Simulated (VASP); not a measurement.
Runs of VASP 6.6.1 on LiF. It takes space group Fm-3m (No. 225, cubic). The conventional cell has a = 4.028 Å, b = 4.028 Å, c = 4.028 Å, α = 90.00°, β = 90.00°, γ = 90.00°. Within 2.7 Å of Li (site symmetry m-3m) lie 6 F at 2.01 Å. F (site symmetry m-3m) has 6 Li at 2.01 Å within 2.7 Å. 

| level | k mesh | cutoff (eV) | grid for exact exchange (PRECFOCK) | share of exact exchange | screening parameter | gap on the mesh (eV) |
| --- | --- | --- | --- | --- | --- | --- |
| PBE-based screened hybrid with 25 % exact exchange | 6 × 6 × 6 | 520 | Normal | 0.25 | 0.3 1/Å | 11.10 |
| PBE-based global hybrid with 15 % exact exchange | 6 × 6 × 6 | 520 | Normal | 0.15 | - | (a) |
| PBE+D3(BJ) | 10 × 10 × 10 | 750 | - | - | - | 9.08 |
| PBE | 6 × 6 × 6 | 520 | - | - | - | 9.09 |
| r2SCAN0 | 6 × 6 × 6 | 520 | Normal | 0.25 | - | (b) |

Alike in all rows: task single point; potentials or basis VASP PAW PBE potentials, release 64 (Li_sv, F); no spin polarisation; cell as given; smearing gaussian 0.05 eV.

Problem. Fill in the values left out.

Solution. (a) 10.92; (b) 12.92.

Caveats: some runs use coarse meshes.

A k mesh can miss the band edges.
